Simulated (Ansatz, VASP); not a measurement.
One calculation of C, two programs

```
C
1.0
     0.00000    1.73879    1.87600
     1.73879    0.00000    1.87600
     1.73879    1.73879    0.00000
C
2
Direct
  0.00000 0.00000 0.00000
  0.25000 0.25000 0.25000
```

Alike in both runs: task single point; functional PBE; k mesh 10 × 10 × 10; occupations gaussian, width 0.05 eV; no spin polarisation.

```csv
,VASP,Ansatz
version,VASP 6.6.1,Ansatz 0.2.0
potentials or method,"VASP PAW PBE potentials, release 64 (C), cutoff 600 eV","plane waves, PAW"
valence electrons in the cell,8,8
```

```csv
,VASP,Ansatz,Ansatz less VASP
pressure (GPa),2.0,2.0,+0.05
"traceless stress, the component that is largest in VASP (GPa)",-50.71,-50.69,+0.016
```
